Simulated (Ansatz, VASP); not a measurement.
Two plane-wave programs on InBiO

INCAR

```
SYSTEM = InBiO
PREC     = Accurate       ! precision mode
ENCUT    = 520            ! plane-wave cutoff, eV
EDIFF    = 1E-6           ! SCF threshold, eV
ISMEAR   = 0              ! smearing method
SIGMA    = 0.1            ! smearing width, eV
LREAL    = .False.        ! projectors in reciprocal space
LASPH    = .True.         ! aspherical terms in the spheres
NELM     = 100            ! most SCF steps
ALGO     = Normal         ! electronic algorithm
ISIF     = 2              ! what is computed and relaxed
LWAVE    = .False.        ! write WAVECAR
LCHARG   = .False.        ! write CHGCAR
GGA      = PE             ! functional
NBANDS   = 43             ! bands
```

File KPOINTS:

```
regular mesh
0
Gamma
  4 4 4
  0 0 0
```

The input POSCAR:

```
InBiO
1.0
    3.9012765700      0.0000000000      0.0000000000
    0.0000000000      3.9012765700      0.0000000000
    0.0000000000      0.0000000000      6.9809798000
In Bi O
2 2 2
Direct
    0.5000000000      0.0000000000      0.2295000000
    0.0000000000      0.5000000000      0.7705000000
    0.5000000000      0.0000000000      0.6449999800
    0.0000000000      0.5000000000      0.3550000200
    0.0000000000      0.0000000000      0.0000000000
    0.5000000000      0.5000000000      0.0000000000
```

Input for Ansatz:

```yaml
crystal:
  lattice:
    - [3.90127657, 0.0, 0.0]
    - [0.0, 3.90127657, 0.0]
    - [0.0, 0.0, 6.9809798]
  atoms:
    - { symbol: In, position: [0.5, 0.0, 0.2295] }
    - { symbol: In, position: [0.0, 0.5, 0.7705] }
    - { symbol: Bi, position: [0.5, 0.0, 0.64499998] }
    - { symbol: Bi, position: [0.0, 0.5, 0.35500002] }
    - { symbol: O, position: [0.0, 0.0, 0.0] }
    - { symbol: O, position: [0.5, 0.5, 0.0] }
basis:
  ecutwfc: 420
kpoints:
  mp_grid: { grid: [4, 4, 4] }
hamiltonian:
  xc: pbe
scf:
  occupations: { method: gaussian, width: 0.1 }
  lower_state_search: "off"
output:
  forces: true
  stress: true
  eigenvalues: true
```

Change from the starting cell: species swapped into the GdSF type (P4/nmm, No. 129).

Alike in both runs: task single point; functional PBE; k mesh 4 × 4 × 4; occupations gaussian, width 0.1 eV; no spin polarisation.

|  | VASP | Ansatz |
| --- | --- | --- |
| version | VASP 6.6.1 | Ansatz 0.2.0 |
| potentials or method | VASP PAW PBE potentials, release 64 (In_d, Bi_d, O), cutoff 520 eV | scalar-relativistic, plane waves, PAW |
| valence electrons in the cell | 68 | 68 |

|  | VASP | Ansatz | Ansatz less VASP |
| --- | --- | --- | --- |
| gap on the k mesh at the Fermi level (eV) | none | none | - |
| pressure (GPa) | 13.7 | 13.7 | -0.02 |
| traceless stress, the component that is largest in VASP (GPa) | -16.32 | -16.25 | +0.070 |
| rms of the force components (eV/Å) | 1.910 | 1.917 | +0.0062 |

Atom by atom the forces differ by 0.006 eV/Å (rms over components). A gap of «none» marks a metal or a gap that the smearing closes.

The k mesh is coarse, so the values compare programs but aren't converged. Neither program's run includes spin-orbit coupling.
